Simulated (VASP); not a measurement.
The system is Sb.

```
CELL_PARAMETERS angstrom
2.06452 3.57584 0.00000
-2.06452 3.57584 0.00000
0.00000 -2.38389 3.82230
ATOMIC_POSITIONS crystal
Sb 0.22764 0.22764 0.68292
Sb 0.77236 0.77236 0.31708
```

Base run:

| Property | Result |
| --- | --- |
| Program | VASP 6.6.1 |
| Functional | r2SCAN |
| Potentials or basis | VASP PAW PBE potentials, release 64 (Sb) |
| Cutoff | 520 eV |
| k mesh | 10 × 10 × 10 |
| Occupations | fermi-dirac, width 0.1 eV |
| Spin | no spin polarisation |

Its results: band gap on the k mesh zero (band 5 reaches 8.52 eV, above the bottom of band 6 at 8.13 eV); pressure 10.6 GPa; largest force 1.495 eV/Å.

Task: The run is repeated on the same cell with these changes: cutoff from 520 eV to 550 eV; k mesh from 10 × 10 × 10 to 5 × 5 × 5. What comes out?

Result: Band gap on the k mesh 0.23 eV, indirect (least direct gap 0.79 eV); pressure 10.5 GPa; largest force 1.311 eV/Å.

Caveats: the PAW data sets were made with another functional, which shifts forces and pressure a little; spin-orbit coupling is left out, which moves the levels of the heavy elements.

A k mesh can miss the band edges.
